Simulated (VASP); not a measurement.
# TiSi2 (Fddd) in VASP: further runs, part 2 of 2

VASP 6.6.1. Earlier steps stand in the parts before.

## Step 4: Single point, PBE

This run uses another cell than the first one, of the same volume but with other edges.

INCAR

```
SYSTEM = TiSi2
  PREC = Accurate
  ENCUT = 520
  EDIFF = 1E-7
  ISMEAR = 0
  SIGMA = 0.15
  LREAL = .FALSE.
  LASPH = .TRUE.
  NELM = 100
  ALGO = Normal
  ISIF = 2
  LWAVE = .FALSE.
  LCHARG = .FALSE.
  GGA = PE
  NBANDS = 29
```

KPOINTS

```
Automatic mesh
0
G
  14 14 14
  0 0 0
```

POSCAR

```
TiSi2
1.0
    0.0000000000      3.8913544250      4.8327066435
    2.2621272543      0.0000000000      4.8327066435
    2.2621272543      3.8913544250      0.0000000000
Ti Si
2 4
Direct
    0.7500000000      0.7500000000      0.7500000000
    0.5000000000      0.5000000000      0.5000000000
    0.0868244589      0.4131755411      0.0868244589
    0.4131755411      0.0868244589      0.4131755411
    0.1631755411      0.8368244589      0.1631755411
    0.8368244589      0.1631755411      0.8368244589
```

Potentials or basis: VASP PAW PBE potentials, release 64 (Ti_sv, Si).

On the command line:

```bash
cat potpaw_PBE.64/Ti_sv/POTCAR potpaw_PBE.64/Si/POTCAR > POTCAR
mpirun -np 1 vasp_std > vasp.out
```

OUTCAR:

```text
SYSTEM = TiSi2
   PREC = Accurate
   ENCUT = 520
   EDIFF = 1E-7
   ISMEAR = 0
   LREAL = .FALSE.
   LASPH = .TRUE.
   NELM = 100
   ISIF = 2
   GGA = PE

 ion  position               nearest neighbor table
   1  0.750  0.750  0.750-   4 2.59   4 2.59   3 2.59   3 2.59   3 2.62   4 2.62   5 2.75   6 2.75
                             6 2.75   5 2.75
   2  0.500  0.500  0.500-   5 2.59   5 2.59   6 2.59   6 2.59   5 2.62   6 2.62   4 2.75   3 2.75
                             3 2.75   4 2.75
   3  0.087  0.413  0.087-   4 2.54   1 2.59   1 2.59   1 2.62   4 2.64   4 2.64   5 2.73   5 2.73
                             2 2.75   2 2.75
   4  0.413  0.087  0.413-   3 2.54   1 2.59   1 2.59   1 2.62   3 2.64   3 2.64   6 2.73   6 2.73
                             2 2.75   2 2.75
   5  0.163  0.837  0.163-   6 2.54   2 2.59   2 2.59   2 2.62   6 2.64   6 2.64   3 2.73   3 2.73
                             1 2.75   1 2.75
   6  0.837  0.163  0.837-   5 2.54   2 2.59   2 2.59   2 2.62   5 2.64   5 2.64   4 2.73   4 2.73
                             1 2.75   1 2.75

  LATTYP: Found a face centered orthorhombic cell.
 ALAT       =     4.5242545086
 B/A-ratio  =     1.7202190627
 C/A-ratio  =     2.1363548997

  Lattice vectors:

 A1 = (   0.0000000000,   3.8913544250,   4.8327066435)
 A2 = (   2.2621272543,   0.0000000000,   4.8327066435)
 A3 = (   2.2621272543,   3.8913544250,   0.0000000000)

Analysis of symmetry for initial positions (statically):
=====================================================================
 Subroutine PRICEL returns:
 Original cell was already a primitive cell.

 Routine SETGRP: Setting up the symmetry group for a
 face centered orthorhombic supercell.

 Subroutine GETGRP returns: Found  8 space group operations
 (whereof  4 operations were pure point group operations)
 out of a pool of  8 trial point group operations.

The static configuration has the point symmetry D_2 .
 The point group associated with its full space group is D_2h.

Analysis of symmetry for dynamics (positions and initial velocities):
=====================================================================
 Subroutine PRICEL returns:
 Original cell was already a primitive cell.

 Routine SETGRP: Setting up the symmetry group for a
 face centered orthorhombic supercell.

 Subroutine GETGRP returns: Found  8 space group operations
 (whereof  4 operations were pure point group operations)
 out of a pool of  8 trial point group operations.

The dynamic configuration has the point symmetry D_2 .
 The point group associated with its full space group is D_2h.

 Subroutine INISYM returns: Found  8 space group operations
 (whereof  4 operations are pure point group operations),
 and found     1 'primitive' translations

----------------------------------------------------------------------------------------

                                     Primitive cell

  volume of cell :      85.0821

  direct lattice vectors                    reciprocal lattice vectors
     0.000000000  3.891354425  4.832706643    -0.221030890  0.128489967  0.103461691
     2.262127254  0.000000000  4.832706643     0.221030890 -0.128489967  0.103461691
     2.262127254  3.891354425  0.000000000     0.221030890  0.128489967 -0.103461691
[... 41 lines left out ...]

 Subroutine IBZKPT returns following result:
 ===========================================

 Found    428 irreducible k-points:

 Following reciprocal coordinates:
            Coordinates               Weight
  0.000000  0.000000  0.000000      1.000000
  0.071429  0.000000 -0.000000      8.000000
  0.142857  0.000000  0.000000      8.000000
  0.214286  0.000000  0.000000      8.000000
  0.285714  0.000000  0.000000      8.000000
  0.357143  0.000000  0.000000      8.000000
[... 16 lines left out ...]
  0.214286  0.142857  0.000000      8.000000
  0.285714  0.142857  0.000000      8.000000
 [... further k-points ...]
   k-points           NKPTS =    428   k-points in BZ     NKDIM =    428   number of bands    NBANDS=     29
   number of dos      NEDOS =    301   number of ions     NIONS =      6
   total plane-waves  NPLWV =  69120
   dimension x,y,z NGX =    48 NGY =   40 NGZ =   36
   dimension x,y,z NGXF=    96 NGYF=   80 NGZF=   72
   ions per type =               2   4
   NGX,Y,Z   is equivalent  to a cutoff of  12.86, 12.46, 13.30 a.u.
   NGXF,Y,Z  is equivalent  to a cutoff of  25.72, 24.92, 26.59 a.u.
 SYSTEM =  TiSi2
   PREC   = accura    normal or accurate (medium, high low for compatibility)
   ISTART =      0    job   : 0-new  1-cont  2-samecut
   ICHARG =      2    charge: 1-file 2-atom 10-const
   ISPIN  =      1    spin polarized calculation?
   LNONCOLLINEAR =      F non collinear calculations
   LSORBIT =      F    spin-orbit coupling
   LASPH  =      T    aspherical Exc in radial PAW
   ENCUT  =  520.0 eV  38.22 Ry    6.18 a.u.  11.54  9.92  8.37*2*pi/ulx,y,z
   NELM   =    100;   NELMIN=  2; NELMDL= -5     # of ELM steps
   EDIFF  = 0.1E-06   stopping-criterion for ELM
   LREAL  =      F    real-space projection
   EDIFFG = 0.1E-05   stopping-criterion for IOM
   NSW    =      0    number of steps for IOM
   IBRION =     -1    ionic relax: 0-MD 1-quasi-New 2-CG
   NFREE  =      0    steps in history (QN), initial steepest desc. (CG)
   ISIF   =      2    stress and relaxation
   ISYM   =      2    0-nonsym 1-usesym 2-fastsym
   POTIM  = 0.5000    time-step for ionic-motion
   TEBEG  =    0.0;   TEEND  =   0.0 temperature during run
   PSTRESS=    0.0 pullay stress
   NELECT =      40.0000    total number of electrons
   NUPDOWN=      -1.0000    fix difference up-down
   EMIN   =  10.00;   EMAX   =-10.00  energy-range for DOS
   EFERMI =   0.00;   METHOD = LEGACY
   ISMEAR =     0;   SIGMA  =   0.15  broadening in eV -4-tet -1-fermi 0-gaus
   EFERMI_NEDOS =   21; number of points for ismear=-14 and -15
   IALGO  =     38    algorithm
   IMIX   =      4    mixing-type and parameters
     AMIX     =   0.40;   BMIX     =  1.00
     AMIX_MAG =   1.60;   BMIX_MAG =  1.00
  volume/ion in A,a.u.               =      14.18        95.69
  Fermi-wavevector in a.u.,A,eV,Ry     =   1.272962  2.405549 22.047316  1.620432
  Thomas-Fermi vector in A             =   2.405812
   LORBIT       =      0    0 simple, 1 ext, 2 COOP (PROOUT), +10 PAW based schemes
   GGA     = PE    functional components
   LHFCALC =     F    Hartree Fock is set to
   AEXX    =    0.0000 exact exchange contribution
   IVDW    =     0    specifies the selected vdW correction
   LEPSILON=     F    determine dielectric tensor
   LRPA    =     F    only Hartree local field effects (RPA)
 non-spin polarized calculation
 Gauss-broadening in eV      SIGMA  =   0.15
  energy-cutoff  :      520.00
  volume of cell :       85.08
 maximum number of plane-waves:      2318
 NGX is ok and might be reduce to    48

 number of electron      40.0000000 magnetization

 Free energy of the ion-electron system (eV)
  ---------------------------------------------------
  ext. energy  EPLUGINS =         0.00000000
  ---------------------------------------------------
  free energy    TOTEN  =       -39.24472779 eV

  energy without entropy =      -39.20065374  energy(sigma->0) =      -39.22269077

 E-fermi :   9.9003     XC(G=0): -11.6674

 val. band max:        9.8985566166   @ k =   0.2857  -0.3571   0.0714
 cond. band min:       9.9006671160   @ k =  -0.4286   0.1429   0.1429
 fundamental gap:      0.0021104994
 Fermi energy:         9.9003305538

 k-point     1 :       0.0000    0.0000    0.0000
  band No.  band energies     occupation
      1     -46.3001      2.00000
      2     -46.2811      2.00000
      3     -22.7571      2.00000
      4     -22.6415      2.00000
      5     -22.6197      2.00000
      6     -22.5533      2.00000
[... 757 lines left out ...]
     28      14.2595      0.00000
     29      14.3150      0.00000

 [... further k-points ...]
[... 5 lines left out ...]
  --------------------------------------------------------------------------------------
  -------------------------------------------------------------------------------------
  Total        8.0042940      9.3623749    -12.2754347      0.0000000      0.0000000      0.0000000
  in kB      150.7284962    176.3024562   -231.1581513      0.0000000      0.0000000      0.0000000
  external PRESSURE =      31.9576004 kB  Pullay stress =       0.0000000 kB

 VOLUME and BASIS-vectors are now :
 -----------------------------------------------------------------------------
  energy-cutoff  :      520.00
  volume of cell :       85.08
      direct lattice vectors                 reciprocal lattice vectors
     0.000000000  3.891354425  4.832706643    -0.221030890  0.128489967  0.103461691
     2.262127254  0.000000000  4.832706643     0.221030890 -0.128489967  0.103461691
     2.262127254  3.891354425  0.000000000     0.221030890  0.128489967 -0.103461691

 POSITION                                       TOTAL-FORCE (eV/Angst)
 -----------------------------------------------------------------------------------
      3.39319      5.83703      7.24906        -0.000000     -0.000000     -0.000000
      2.26213      3.89135      4.83271         0.000000     -0.000000     -0.000000
      1.13106      0.67573      2.41635         0.000000      0.238769      0.000000
      1.13106      3.21562      2.41635         0.000000     -0.238769      0.000000
      2.26213      1.26995      4.83271        -0.000000     -0.238769      0.000000
      2.26213      6.51276      4.83271        -0.000000      0.238769      0.000000
 -----------------------------------------------------------------------------------
    total drift:                               -0.000000     -0.000000     -0.000000

  FREE ENERGIE OF THE ION-ELECTRON SYSTEM (eV)
  ---------------------------------------------------
  free  energy   TOTEN  =       -39.2447277947 eV

  energy  without entropy=      -39.2006537392  energy(sigma->0) =      -39.22269077
```

Run time: 12 min. Hardware: 1 thread of Intel Xeon 6975P-C (Granite Rapids), shared host; peak memory 0.89 GiB.

Results:

```
Free energy            : -39.2447 eV
Pressure               : 3.2 GPa
Largest force          : 0.239 eV/Å
Band gap on the k mesh : zero (band 20 reaches 10.54 eV, above the bottom of band 21 at 9.25 eV)
```

Forces in eV/Å, atoms in the order of the input:
```
Ti   0.000  0.000  0.000
Ti   0.000  0.000  0.000
Si   0.000  0.239  0.000
Si   0.000 -0.239  0.000
Si   0.000 -0.239  0.000
Si   0.000  0.239  0.000
```

## Step 5: Single point, PBE

This run uses another cell than the first one, of the same volume but with other edges.

INCAR

```
SYSTEM = TiSi2
PREC = Accurate
ENCUT = 520
EDIFF = 1E-6
ISMEAR = 0
SIGMA = 0.15
LREAL = .False.
LASPH = .True.
NELM = 100
ALGO = Normal
ISIF = 2
LWAVE = .False.
LCHARG = .False.
GGA = PE
NBANDS = 29
```

KPOINTS

```
regular mesh
0
Gamma
  14 14 14
  0 0 0
```

Changes to POSCAR since step 4:

```diff
@@ -2,5 +2,5 @@
 1.0
-    0.0000000000      3.8913544250      4.8327066435
-    2.2621272543      0.0000000000      4.8327066435
-    2.2621272543      3.8913544250      0.0000000000
+    0.0000000000      4.0058711424      4.5603487813
+    2.3286982626      0.0000000000      4.5603487813
+    2.3286982626      4.0058711424      0.0000000000
 Ti Si
```

On the command line:

```bash
cat potpaw_PBE.64/Ti_sv/POTCAR potpaw_PBE.64/Si/POTCAR > POTCAR
mpirun -np 1 vasp_std > vasp.out
```

Run time: 15 min. Hardware: 1 thread of AMD EPYC 9R45 (Zen 5), shared host; peak memory 0.85 GiB.

It converged, with:

- Free energy: -40.2582 eV
- Pressure: -0.3 GPa
- Largest force: 0.155 eV/Å
- Band gap on the k mesh: zero (band 20 reaches 10.61 eV, above the bottom of band 21 at 9.02 eV)

Forces in eV/Å, atoms in the order of the input:
```
Ti   0.000  0.000  0.000
Ti   0.000  0.000  0.000
Si   0.000  0.155  0.000
Si   0.000 -0.155  0.000
Si   0.000 -0.155  0.000
Si   0.000  0.155  0.000
```

Stress tensor (GPa, compression positive):
```
  7.04   0.00   0.00
  0.00   9.66   0.00
  0.00   0.00 -17.66
```

Levels at points of the mesh, in eV from the Fermi level:
```csv
k point,band 16,band 17,band 18,band 19,band 20,band 21,band 22,band 23,band 24,band 25
"(0.00, 0.00, 0.00)",-3.09,-2.56,-1.48,-1.33,-1.01,-0.82,1.75,2.88,2.92,3.39
"(0.50, 0.00, 0.00)",-2.51,-2.08,-0.76,-0.19,0.23,0.79,1.41,1.42,2.34,2.38
"(0.50, 0.50, 0.00)",-3.13,-1.17,-1.17,-0.83,-0.83,-0.13,-0.13,3.21,3.21,3.32
"(0.50, 0.00, 0.50)",-2.79,-2.41,-2.41,-0.57,-0.57,1.25,1.25,2.95,2.95,3.23
"(0.00, 0.50, 0.50)",-1.23,-1.16,-1.16,-0.38,-0.38,0.18,0.18,2.28,2.28,3.17
```

## Step 6: Overview

```csv
cell,gap on the mesh (eV),pressure (GPa),largest force (eV/Å)
"a = 6.351, b = 5.553, c = 4.383 Å, angles 78.5, 59.0, 42.5°, 6 atoms",none,8.8,0.07
"a = 6.008, b = 5.014, c = 4.706 Å, angles 76.3, 54.2, 49.5°, 6 atoms",none,-0.7,0.08
"a = 6.205, b = 5.336, c = 4.501 Å, angles 77.7, 57.2, 45.1°, 6 atoms",none,3.2,0.24
"a = 6.070, b = 5.121, c = 4.634 Å, angles 76.8, 55.2, 48.0°, 6 atoms",none,-0.3,0.16
```

Alike in all rows: task single point; level PBE; potentials or basis VASP PAW PBE potentials, release 64 (Ti_sv, Si); no spin polarisation; k mesh 14 × 14 × 14; cutoff (eV) 520; smearing gaussian 0.15 eV.

Total energies depend on the potentials used, so only differences within one code and one set of settings carry meaning.
